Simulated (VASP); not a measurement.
# Ag in VASP: further runs

Ag is run at these levels: PBE; tasks: single point.

Program: VASP 6.6.1. These are calculated values, not measurements. Logs are shortened: lines on timing, memory, paths and dates and some standing lists are left out, and cuts for length are marked.

## Step 1: The cell of the first run

It takes space group Fm-3m (No. 225, cubic). The conventional cell has a = 4.127 Å, b = 4.127 Å, c = 4.127 Å, α = 90.00°, β = 90.00°, γ = 90.00°. Ag (site symmetry m-3m) has 12 Ag at 2.92 Å within 3.8 Å.

## Step 2: Single point, PBE (volume scaled by 1.03)

INCAR

```
SYSTEM = Ag
ALGO = Normal
EDIFF = 1E-6
ENCUT = 520
GGA = PE
ISIF = 2
ISMEAR = -1
LASPH = .TRUE.
LCHARG = .FALSE.
LREAL = .FALSE.
LWAVE = .FALSE.
NBANDS = 12
NELM = 80
PREC = Accurate
SIGMA = 0.05
```

KPOINTS

```
k-points
0
G
  15 15 15
  0 0 0
```

POSCAR

```
Ag
1.0
    0.0000000000      2.0633300285      2.0633300285
    2.0633300285      0.0000000000      2.0633300285
    2.0633300285      2.0633300285      0.0000000000
Ag
1
Direct
    0.0000000000      0.0000000000      0.0000000000
```

Potentials or basis: VASP PAW PBE potentials, release 64 (Ag).

On the command line:

```bash
$ cat potpaw_PBE.64/Ag/POTCAR > POTCAR
$ mpirun -np 1 vasp_std > vasp.out
```

OUTCAR:

```text
SYSTEM = Ag
   EDIFF = 1E-6
   ENCUT = 520
   GGA = PE
   ISIF = 2
   ISMEAR = -1
   LASPH = .TRUE.
   LREAL = .FALSE.
   NELM = 80
   PREC = Accurate

 ion  position               nearest neighbor table
   1  0.000  0.000  0.000-

  LATTYP: Found a face centered cubic cell.
 ALAT       =     4.1266600570

  Lattice vectors:

 A1 = (   0.0000000000,   2.0633300285,   2.0633300285)
 A2 = (   2.0633300285,   0.0000000000,   2.0633300285)
 A3 = (   2.0633300285,   2.0633300285,   0.0000000000)

Analysis of symmetry for initial positions (statically):
=====================================================================
 Subroutine PRICEL returns:
 Original cell was already a primitive cell.

 Routine SETGRP: Setting up the symmetry group for a
 face centered cubic supercell.

 Subroutine GETGRP returns: Found 48 space group operations
 (whereof 48 operations were pure point group operations)
 out of a pool of 48 trial point group operations.

The static configuration has the point symmetry O_h .

Analysis of symmetry for dynamics (positions and initial velocities):
=====================================================================
 Subroutine PRICEL returns:
 Original cell was already a primitive cell.

 Routine SETGRP: Setting up the symmetry group for a
 face centered cubic supercell.

 Subroutine GETGRP returns: Found 48 space group operations
 (whereof 48 operations were pure point group operations)
 out of a pool of 48 trial point group operations.

The dynamic configuration has the point symmetry O_h .

 Subroutine INISYM returns: Found 48 space group operations
 (whereof 48 operations are pure point group operations),
 and found     1 'primitive' translations

----------------------------------------------------------------------------------------

                                     Primitive cell

  volume of cell :      17.5686

  direct lattice vectors                    reciprocal lattice vectors
     0.000000000  2.063330028  2.063330028    -0.242326721  0.242326721  0.242326721
     2.063330028  0.000000000  2.063330028     0.242326721 -0.242326721  0.242326721
     2.063330028  2.063330028  0.000000000     0.242326721  0.242326721 -0.242326721

  length of vectors
     2.917989310  2.917989310  2.917989310     0.419722193  0.419722193  0.419722193

  position of ions in fractional coordinates (direct lattice)
     0.000000000  0.000000000  0.000000000

  ion indices of the primitive-cell ions
   primitive index   ion index
                 1           1

----------------------------------------------------------------------------------------

 KPOINTS: k-points

Automatic generation of k-mesh.
 Grid dimensions read from file:
 generate k-points for:   15   15   15

 Generating k-lattice:

  Cartesian coordinates                     Fractional coordinates (reciprocal lattice)
    -0.016155115  0.016155115  0.016155115     0.066666667  0.000000000  0.000000000
     0.016155115 -0.016155115  0.016155115     0.000000000  0.066666667  0.000000000
     0.016155115  0.016155115 -0.016155115     0.000000000  0.000000000  0.066666667

  Length of vectors
     0.027981480  0.027981480  0.027981480

  Shift w.r.t. Gamma in fractional coordinates (k-lattice)
     0.000000000  0.000000000  0.000000000

 Subroutine IBZKPT returns following result:
 ===========================================

 Found    120 irreducible k-points:

 Following reciprocal coordinates:
            Coordinates               Weight
  0.000000  0.000000  0.000000      1.000000
  0.066667  0.000000  0.000000      8.000000
  0.133333  0.000000  0.000000      8.000000
  0.200000  0.000000  0.000000      8.000000
  0.266667  0.000000  0.000000      8.000000
  0.333333  0.000000  0.000000      8.000000
[... 16 lines left out ...]
  0.133333  0.133333  0.000000      6.000000
  0.200000  0.133333  0.000000     24.000000
 [... further k-points ...]
   k-points           NKPTS =    120   k-points in BZ     NKDIM =    120   number of bands    NBANDS=     12
   number of dos      NEDOS =    301   number of ions     NIONS =      1
   total plane-waves  NPLWV =  13824
   dimension x,y,z NGX =    24 NGY =   24 NGZ =   24
   dimension x,y,z NGXF=    48 NGYF=   48 NGZF=   48
   ions per type =               1
   NGX,Y,Z   is equivalent  to a cutoff of  13.67, 13.67, 13.67 a.u.
   NGXF,Y,Z  is equivalent  to a cutoff of  27.35, 27.35, 27.35 a.u.
 SYSTEM =  Ag
   PREC   = accura    normal or accurate (medium, high low for compatibility)
   ISTART =      0    job   : 0-new  1-cont  2-samecut
   ICHARG =      2    charge: 1-file 2-atom 10-const
   ISPIN  =      1    spin polarized calculation?
   LNONCOLLINEAR =      F non collinear calculations
   LSORBIT =      F    spin-orbit coupling
   LASPH  =      T    aspherical Exc in radial PAW
   ENCUT  =  520.0 eV  38.22 Ry    6.18 a.u.   5.43  5.43  5.43*2*pi/ulx,y,z
   NELM   =     80;   NELMIN=  2; NELMDL= -5     # of ELM steps
   EDIFF  = 0.1E-05   stopping-criterion for ELM
   LREAL  =      F    real-space projection
   EDIFFG = 0.1E-04   stopping-criterion for IOM
   NSW    =      0    number of steps for IOM
   IBRION =     -1    ionic relax: 0-MD 1-quasi-New 2-CG
   NFREE  =      0    steps in history (QN), initial steepest desc. (CG)
   ISIF   =      2    stress and relaxation
   ISYM   =      2    0-nonsym 1-usesym 2-fastsym
   POTIM  = 0.5000    time-step for ionic-motion
   TEBEG  =    0.0;   TEEND  =   0.0 temperature during run
   PSTRESS=    0.0 pullay stress
   NELECT =      11.0000    total number of electrons
   NUPDOWN=      -1.0000    fix difference up-down
   EMIN   =  10.00;   EMAX   =-10.00  energy-range for DOS
   EFERMI =   0.00;   METHOD = LEGACY
   ISMEAR =    -1;   SIGMA  =   0.05  broadening in eV -4-tet -1-fermi 0-gaus
   EFERMI_NEDOS =   21; number of points for ismear=-14 and -15
   IALGO  =     38    algorithm
   IMIX   =      4    mixing-type and parameters
     AMIX     =   0.40;   BMIX     =  1.00
     AMIX_MAG =   1.60;   BMIX_MAG =  1.00
  volume/ion in A,a.u.               =      17.57       118.56
  Fermi-wavevector in a.u.,A,eV,Ry     =   1.400534  2.646626 26.687771  1.961496
  Thomas-Fermi vector in A             =   2.523485
   LORBIT       =      0    0 simple, 1 ext, 2 COOP (PROOUT), +10 PAW based schemes
   GGA     = PE    functional components
   LHFCALC =     F    Hartree Fock is set to
   AEXX    =    0.0000 exact exchange contribution
   IVDW    =     0    specifies the selected vdW correction
   LEPSILON=     F    determine dielectric tensor
   LRPA    =     F    only Hartree local field effects (RPA)
 non-spin polarized calculation
  energy-cutoff  :      520.00
  volume of cell :       17.57
 maximum number of plane-waves:       495
 NGX is ok and might be reduce to    24
   NGX = 11   NGY = 11   NGZ = 11

 number of electron      10.9999999 magnetization

 Free energy of the ion-electron system (eV)
  ---------------------------------------------------
  ext. energy  EPLUGINS =         0.00000000
  ---------------------------------------------------
  free energy    TOTEN  =        -2.71413658 eV

  energy without entropy =       -2.71048416  energy(sigma->0) =       -2.71231037

 E-fermi :   8.1532     XC(G=0): -12.0326

 val. band max:        8.1391073513   @ k =  -0.3333   0.2000   0.0000
 cond. band min:       8.1795255846   @ k =  -0.2667   0.2667   0.0667
 fundamental gap:      0.0404182333
 Fermi energy:         8.1532281414

 k-point     1 :       0.0000    0.0000    0.0000
  band No.  band energies     occupation
      1       0.4704      2.00000
      2       3.3169      2.00000
      3       3.3169      2.00000
      4       3.3169      2.00000
      5       4.2967      2.00000
      6       4.2967      2.00000
      7      23.9773      0.00000
      8      27.3785      0.00000
      9      27.3785      0.00000
     10      27.3785      0.00000
     11      32.1143      0.00000
     12      33.0637      0.00000

 k-point     2 :       0.0667    0.0000    0.0000
  band No.  band energies     occupation
      1       0.6058      2.00000
      2       3.2871      2.00000
      3       3.3533      2.00000
      4       3.3533      2.00000
      5       4.2830      2.00000
      6       4.2830      2.00000
      7      23.9797      0.00000
      8      26.2468      0.00000
      9      27.4208      0.00000
     10      27.4208      0.00000
     11      32.0246      0.00000
     12      32.9205      0.00000

 k-point     3 :       0.1333    0.0000    0.0000
  band No.  band energies     occupation
      1       0.9894      2.00000
      2       3.2297      2.00000
      3       3.4410      2.00000
      4       3.4410      2.00000
      5       4.2640      2.00000
      6       4.2640      2.00000
      7      23.1649      0.00000
      8      24.9416      0.00000
      9      27.5018      0.00000
     10      27.5018      0.00000
     11      30.9994      0.00000
     12      32.3909      0.00000
[... 286 lines left out ...]
 k-point    23 :       0.1333    0.1333    0.0000
  band No.  band energies     occupation
      1       1.1652      2.00000
      2       3.0576      2.00000
      3       3.5696      2.00000
      4       3.5696      2.00000
      5       4.0643      2.00000
      6       4.4110      2.00000
      7      24.1595      0.00000
      8      25.5454      0.00000
      9      25.5454      0.00000
     10      25.5549      0.00000
     11      31.2690      0.00000
     12      32.9393      0.00000

 k-point    24 :       0.2000    0.1333    0.0000
  band No.  band energies     occupation
      1       1.5785      2.00000
      2       2.9454      2.00000
      3       3.6583      2.00000
      4       3.6905      2.00000
      5       4.0709      2.00000
      6       4.4772      2.00000
      7      22.8799      0.00000
      8      24.5301      0.00000
      9      24.7940      0.00000
     10      26.3531      0.00000
     11      29.6522      0.00000
     12      32.9552      0.00000

 [... further k-points ...]

------------------------ aborting loop because EDIFF is reached ----------------------------------------

  FORCE on cell =-STRESS in cart. coord.  units (eV):
  Direction    XX          YY          ZZ          XY          YZ          ZX
  --------------------------------------------------------------------------------------
  -------------------------------------------------------------------------------------
  Total        0.1374532      0.1374532      0.1374532     -0.0000000     -0.0000000     -0.0000000
  in kB       12.5351430     12.5351430     12.5351430     -0.0000000     -0.0000000     -0.0000000
  external PRESSURE =      12.5351430 kB  Pullay stress =       0.0000000 kB

 VOLUME and BASIS-vectors are now :
 -----------------------------------------------------------------------------
  energy-cutoff  :      520.00
  volume of cell :       17.57
      direct lattice vectors                 reciprocal lattice vectors
     0.000000000  2.063330028  2.063330028    -0.242326721  0.242326721  0.242326721
     2.063330028  0.000000000  2.063330028     0.242326721 -0.242326721  0.242326721
     2.063330028  2.063330028  0.000000000     0.242326721  0.242326721 -0.242326721

 POSITION                                       TOTAL-FORCE (eV/Angst)
 -----------------------------------------------------------------------------------
      0.00000      0.00000      0.00000         0.000000      0.000000     -0.000000
 -----------------------------------------------------------------------------------
    total drift:                                0.000000      0.000000     -0.000000

  FREE ENERGIE OF THE ION-ELECTRON SYSTEM (eV)
  ---------------------------------------------------
  free  energy   TOTEN  =        -2.7141365795 eV

  energy  without entropy=       -2.7104841620  energy(sigma->0) =       -2.71231037
```

It took 9.8 s on 1 thread of Intel Xeon Platinum 8488C (Sapphire Rapids), shared host; peak memory 0.15 GiB.

What came out:

```yaml
Free_energy: -2.7141 eV
Pressure: 1.3 GPa
```

Levels at points of the mesh, in eV from the Fermi level:
```csv
k point,band 4,band 5,band 6,band 7,band 8,band 9
"(0.00, 0.00, 0.00)",-4.84,-3.86,-3.86,15.82,19.23,19.23
```

## Step 3: Single point, PBE (volume scaled by 1.06)

INCAR

```
SYSTEM = Ag
ALGO = Normal
EDIFF = 1E-7
ENCUT = 520
GGA = PE
ISIF = 2
ISMEAR = -1
LASPH = .TRUE.
LCHARG = .TRUE.
LELF = .TRUE.
LREAL = .FALSE.
LVHAR = .TRUE.
LWAVE = .FALSE.
NBANDS = 12
NELM = 100
PREC = Accurate
SIGMA = 0.05
```

KPOINTS is that of step 2.

POSCAR

```
Ag
1.0
    0.0000000000      2.0831709575      2.0831709575
    2.0831709575      0.0000000000      2.0831709575
    2.0831709575      2.0831709575      0.0000000000
Ag
1
Direct
    0.0000000000      0.0000000000      0.0000000000
```

Potentials or basis: VASP PAW PBE potentials, release 64 (Ag).

On the command line:

```bash
$ cat potpaw_PBE.64/Ag/POTCAR > POTCAR
$ mpirun -np 1 vasp_std > vasp.out
```

Wall time 12 s (1 thread of Intel Xeon Platinum 8488C (Sapphire Rapids), shared host); peak memory 0.15 GiB.

The run converged. Its results:

```yaml
Free_energy: -2.7142 eV
Pressure: -1.3 GPa
```

Levels at points of the mesh, in eV from the Fermi level:
```
           k point  band 4  band 5  band 6  band 7  band 8  band 9
(0.00, 0.00, 0.00)   -4.73   -3.80   -3.80   15.76   18.99   18.99
```

## Step 4: Single point, PBE (equal xx and yy strain of -2 %)

INCAR

```
SYSTEM = Ag
PREC     = Accurate       ! precision mode
ENCUT    = 520            ! plane-wave cutoff, eV
EDIFF    = 1E-7           ! SCF threshold, eV
ISMEAR   = -1             ! smearing method
SIGMA    = 0.05           ! smearing width, eV
LREAL    = .FALSE.        ! projectors in reciprocal space
LASPH    = .TRUE.         ! aspherical terms in the spheres
NELM     = 80             ! most SCF steps
ALGO     = Normal         ! electronic algorithm
ISIF     = 2              ! what is computed and relaxed
LWAVE    = .FALSE.        ! write WAVECAR
LCHARG   = .TRUE.         ! write CHGCAR
GGA      = PE             ! functional
LELF     = .TRUE.         ! ELF
LVHAR    = .TRUE.       
NBANDS   = 12             ! bands
```

KPOINTS

```
regular mesh
0
G
  15 15 15
  0 0 0
```

POSCAR

```
Ag
1.0
    0.0000000000      2.0022380000      2.0431000000
    2.0022380000      0.0000000000      2.0431000000
    2.0022380000      2.0022380000      0.0000000000
Ag
1
Direct
    0.0000000000      0.0000000000      0.0000000000
```

On the command line:

```bash
$ cat potpaw_PBE.64/Ag/POTCAR > POTCAR
$ mpirun -np 1 vasp_std > vasp.out
```

It took 29 s on 1 thread of Intel Xeon 6975P-C, shared host; peak memory 0.18 GiB.

Results (log left out):

```yaml
Free_energy: -2.6752 eV
Pressure: 9.7 GPa
```

Stress tensor (GPa, compression positive):
```
9.86 0.00 0.00
0.00 9.86 0.00
0.00 0.00 9.25
```

Levels at points of the mesh, in eV from the Fermi level:
```tsv
k point	band 4	band 5	band 6	band 7	band 8	band 9
(0.00, 0.00, 0.00)	-5.07	-4.08	-3.94	15.95	19.56	19.86
```

Caveat: the cell differs from its parent crystal (equal xx and yy strain of -2 %).

## Step 5: Single point, PBE (equal xx and yy strain of +1 %)

INCAR

```
SYSTEM = Ag
ALGO = Normal
EDIFF = 1E-6
ENCUT = 520
GGA = PE
ISIF = 2
ISMEAR = -1
LASPH = .TRUE.
LCHARG = .FALSE.
LREAL = .FALSE.
LWAVE = .FALSE.
NBANDS = 12
NELM = 80
PREC = Accurate
SIGMA = 0.05
```

KPOINTS

```
k-points
0
G
  15 15 15
  0 0 0
```

POSCAR

```
Ag
1.0
    0.0000000000      2.0635310000      2.0431000000
    2.0635310000      0.0000000000      2.0431000000
    2.0635310000      2.0635310000      0.0000000000
Ag
1
Direct
    0.0000000000      0.0000000000      0.0000000000
```

On the command line:

```bash
$ cat potpaw_PBE.64/Ag/POTCAR > POTCAR
$ mpirun -np 1 vasp_std > vasp.out
```

Run time: 26 s. Hardware: 1 thread of Intel Xeon 6975P-C, shared host; peak memory 0.18 GiB.

It converged, with:

| Item | Value |
| --- | --- |
| Free energy | -2.7122 eV |
| Pressure | 2.2 GPa |

Levels at points of the mesh, in eV from the Fermi level:
| k point | band 4 | band 5 | band 6 | band 7 | band 8 | band 9 |
| --- | --- | --- | --- | --- | --- | --- |
| (0.00, 0.00, 0.00) | -4.83 | -3.91 | -3.85 | 15.84 | 19.26 | 19.26 |

Caveat: the cell differs from its parent crystal (equal xx and yy strain of +1 %).

## Step 6: Single point, PBE (equal xx and yy strain of +3 %)

INCAR

```
  ALGO = Normal
  EDIFF = 1E-6
  ENCUT = 520
  GGA = PE
  ISIF = 2
  ISMEAR = -1
  LASPH = True
  LCHARG = True
  LELF = True
  LREAL = False
  LVHAR = True
  LWAVE = False
  NBANDS = 12
  NELM = 100
  PREC = Accurate
  SIGMA = 0.05
```

KPOINTS

```
k-points
0
Gamma
  15 15 15
```

POSCAR

```
Ag
1.0
    0.0000000000      2.1043930000      2.0431000000
    2.1043930000      0.0000000000      2.0431000000
    2.1043930000      2.1043930000      0.0000000000
Ag
1
Direct
    0.0000000000      0.0000000000      0.0000000000
```

Potentials or basis: VASP PAW PBE potentials, release 64 (Ag).

On the command line:

```bash
$ cat potpaw_PBE.64/Ag/POTCAR > POTCAR
$ mpirun -np 1 vasp_std > vasp.out
```

Wall time 27 s (1 thread of Intel Xeon 6975P-C, shared host); peak memory 0.19 GiB.

It converged, with:

* Free energy: -2.7140 eV
* Pressure: -1.4 GPa

Stress tensor (GPa, compression positive):
```
-1.43  0.00  0.00
 0.00 -1.43  0.00
 0.00  0.00 -1.25
```

Levels at points of the mesh, in eV from the Fermi level:
```tsv
k point	band 2	band 3	band 4	band 5	band 6	band 7	band 8	band 9	band 10	band 11
(0.00, 0.00, 0.00)	-4.77	-4.77	-4.61	-3.88	-3.71	15.78	18.89	18.89	19.21	23.66
```

Caveat: the cell differs from its parent crystal (equal xx and yy strain of +3 %).

## Step 7: Overview

| cell | gap on the mesh (eV) | pressure (GPa) |
| --- | --- | --- |
| a = 2.918 Å, angles 60.0°, 1 atom | none | 1.3 |
| a = 2.946 Å, angles 60.0°, 1 atom | none | -1.3 |
| a = 2.861, b = 2.861, c = 2.832 Å, angles 60.3, 60.3, 59.3°, 1 atom | none | 9.7 |
| a = 2.904, b = 2.904, c = 2.918 Å, angles 59.8, 59.8, 60.3°, 1 atom | none | 2.2 |
| a = 2.933, b = 2.933, c = 2.976 Å, angles 59.5, 59.5, 61.0°, 1 atom | none | -1.4 |

Alike in all rows: task single point; level PBE; potentials or basis VASP PAW PBE potentials, release 64 (Ag); no spin polarisation; k mesh 15 × 15 × 15; cutoff (eV) 520; smearing fermi-dirac 0.05 eV.

Absolute energies hang on the potentials; compare differences alone.
